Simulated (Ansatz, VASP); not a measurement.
Cu in VASP and in Ansatz

INCAR

```
SYSTEM = Cu
PREC = Accurate ; ENCUT = 520
EDIFF = 1E-6 ; ISMEAR = 1
SIGMA = 0.3 ; LREAL = .False.
LASPH = .True. ; NELM = 100
ALGO = Normal ; ISIF = 2
LWAVE = .False. ; LCHARG = .True.
GGA = PE ; LELF = .True.
LVHAR = .True. ; NBANDS = 12
```

File KPOINTS:

```
Automatic mesh
0
Gamma
  11 11 11
  0 0 0
```

POSCAR

```
Cu
1.0
    0.0000000000      1.7985000000      1.7985000000
    1.7985000000      0.0000000000      1.7985000000
    1.7985000000      1.7985000000      0.0000000000
Cu
1
Direct
    0.0000000000      0.0000000000      0.0000000000
```

Input for Ansatz:

```yaml
crystal:
  lattice:
    - [0.0, 1.7985, 1.7985]
    - [1.7985, 0.0, 1.7985]
    - [1.7985, 1.7985, 0.0]
  atoms:
    - { symbol: Cu, position: [0.0, 0.0, 0.0] }
hamiltonian:
  xc: pbe
  pseudopotentials: { kind: paw }
basis:
  ecutwfc: 420
kpoints:
  mp_grid: { grid: [11, 11, 11] }
scf:
  occupations: { method: methfessel_paxton, width: 0.3 }
  lower_state_search: "off"
  max_iter: 100
output:
  forces: true
  stress: true
```

Alike in both runs: task single point; functional PBE; k mesh 11 × 11 × 11; occupations methfessel-paxton of order 1, width 0.3 eV; no spin polarisation.

|  | VASP | Ansatz |
| --- | --- | --- |
| version | VASP 6.6.1 | Ansatz 0.2.0 |
| potentials or method | VASP PAW PBE potentials, release 64 (Cu), cutoff 520 eV | PAW, plane waves, scalar-relativistic |
| valence electrons in the cell | 11 | 19 |

```csv
,VASP,Ansatz,Ansatz less VASP
pressure (GPa),4.3,3.8,-0.53
```

VASP's potentials hold 11 valence electrons a cell and Ansatz's 19, so a difference there can come from the potentials and not from the codes.
